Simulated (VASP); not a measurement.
Write the native input for VASP 6.6.1 that does the following.

```yaml
Task: single point
Functional: r2SCAN
Potentials_or_basis: VASP PAW PBE potentials, release 64 (Re)
Cutoff: 520 eV
k_mesh: 18 × 18 × 10
Occupations: gaussian, width 0.1 eV
Spin: no spin polarisation
Dipole_correction: no
Further_INCAR_settings: ALGO = Normal; EDIFF = 1e-07; NBANDS = 14
```

Re:

```
Re
1.0
     2.75803    0.00000    0.00000
    -1.37901    2.38852    0.00000
     0.00000    0.00000    4.46225
Re
2
Direct
  0.33333 0.66667 0.25000
  0.66667 0.33333 0.75000
```

The input as run:

POSCAR

```
Re
1.0
    2.7580262944      0.0000000000      0.0000000000
   -1.3790131472      2.3885208353      0.0000000000
    0.0000000000      0.0000000000      4.4622540790
Re
2
Direct
    0.3333333333      0.6666666667      0.2500000000
    0.6666666667      0.3333333333      0.7500000000
```

INCAR.step1

```
SYSTEM = Re
ALGO = Normal
EDIFF = 1E-4
ENCUT = 520
GGA = PE
ISMEAR = 0
LASPH = .True.
LCHARG = .False.
LREAL = .False.
LWAVE = .True.
NBANDS = 14
NELM = 100
PREC = Accurate
SIGMA = 0.1
```

INCAR.step2

```
SYSTEM = Re
ALGO = Normal
EDIFF = 1E-7
ENCUT = 520
ISIF = 2
ISMEAR = 0
ISTART = 1
LASPH = .True.
LCHARG = .False.
LMIXTAU = .True.
LREAL = .False.
LWAVE = .False.
METAGGA = R2SCAN
NBANDS = 14
NELM = 100
PREC = Accurate
SIGMA = 0.1
```

KPOINTS

```
k-points
0
Gamma
  18 18 10
  0 0 0
```

Potentials or basis: VASP PAW PBE potentials, release 64 (Re).

Launch:

```console
$ cat potpaw_PBE.64/Re/POTCAR > POTCAR
$ cp INCAR.step1 INCAR
$ mpirun -np 1 vasp_std > vasp.out
$ cp INCAR.step2 INCAR
$ mpirun -np 1 vasp_std > vasp.out
```

Results of the run:

The pressure is 0.1 GPa and the band gap on the k mesh is zero (band 7 reaches 9.14 eV, above the bottom of band 8 at 5.94 eV).

Caveat: the PAW data sets were made with another functional, which shifts forces and pressure a little; spin-orbit coupling is left out, which moves the levels of the heavy elements.

Wall time 3.7 min on 1 thread of Intel(R) Xeon(R) Platinum 8488C (Sapphire Rapids) (shared host), peak memory 0.22 GiB.
